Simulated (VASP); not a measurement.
NaCaSe6: relaxation of cell and atoms with PBE

NaCaSe6:

```xyz
8
Lattice="0.0000 5.3934 5.3934 5.3934 0.0000 5.3934 5.3934 5.3934 0.0000" Properties=species:S:1:pos:R:3 pbc="T T T"
Na    0.0000    0.0000    0.0000
Ca    5.3934    5.3934    5.3934
Se    2.6488    5.3934    5.3934
Se    5.3934    2.6488    5.3934
Se    5.3934    5.3934    2.6488
Se    8.1381    5.3934    5.3934
Se    5.3934    8.1381    5.3934
Se    5.3934    5.3934    8.1381
```

```json
{
  "Program": "VASP 6.6.1",
  "Task": "relaxation of cell and atoms",
  "Functional": "PBE",
  "Potentials or basis": "VASP PAW PBE potentials, release 64 (Na_pv, Ca_sv, Se)",
  "Cutoff": "600 eV",
  "k mesh": "6 × 6 × 6",
  "Occupations": "gaussian, width 0.1 eV",
  "Spin": "no spin polarisation",
  "Dipole correction": "no",
  "Further INCAR settings": "ALGO = Normal; EDIFF = 1e-06; IBRION = 2; EDIFFG = -0.01; NSW = 100; ISIF = 3"
}
```

```yaml
Pressure_after_relaxing: 0.0 GPa
Largest_force_after_relaxing: 0.004 eV/Å
```

Forces in eV/Å, atoms in the order of the input:
```
Na   0.000  0.000  0.000
Ca   0.000  0.000  0.000
Se  -0.004  0.000  0.000
Se   0.000 -0.004  0.000
Se   0.000  0.000 -0.004
Se   0.004  0.000  0.000
Se   0.000  0.004  0.000
Se   0.000  0.000  0.004
```

Final structure:
```
Na Ca Se
1.0
     0.00000    5.39344    5.39344
     5.39344    0.00000    5.39344
     5.39344    5.39344    0.00000
Na Ca Se
1 1 6
Direct
  0.00000 0.00000 0.00000
  0.50000 0.50000 0.50000
  0.75444 0.24556 0.24556
  0.24556 0.75444 0.24556
  0.24556 0.24556 0.75444
  0.24556 0.75444 0.75444
  0.75444 0.24556 0.75444
  0.75444 0.75444 0.24556
```

Levels at points of the mesh, in eV from the Fermi level:
| k point | band 22 | band 23 | band 24 | band 25 | band 26 | band 27 | band 28 | band 29 | band 30 | band 31 |
| --- | --- | --- | --- | --- | --- | --- | --- | --- | --- | --- |
| (0.00, 0.00, 0.00) | -0.57 | -0.18 | -0.18 | -0.18 | 0.44 | 0.44 | 0.44 | 0.72 | 0.72 | 0.72 |
| (0.50, 0.00, 0.00) | -1.00 | -1.00 | -0.63 | -0.63 | 0.20 | 0.22 | 0.22 | 0.26 | 0.40 | 0.40 |
| (0.50, 0.50, 0.00) | -0.73 | -0.72 | -0.72 | -0.70 | -0.70 | -0.59 | -0.40 | 0.24 | 0.24 | 0.71 |

It took 2.2 min on 1 thread of Intel(R) Xeon(R) 6975P-C (Granite Rapids), with other jobs on the host, peak memory 0.69 GiB.

Caveat: the relaxation stopped at its first step, so nothing moved.
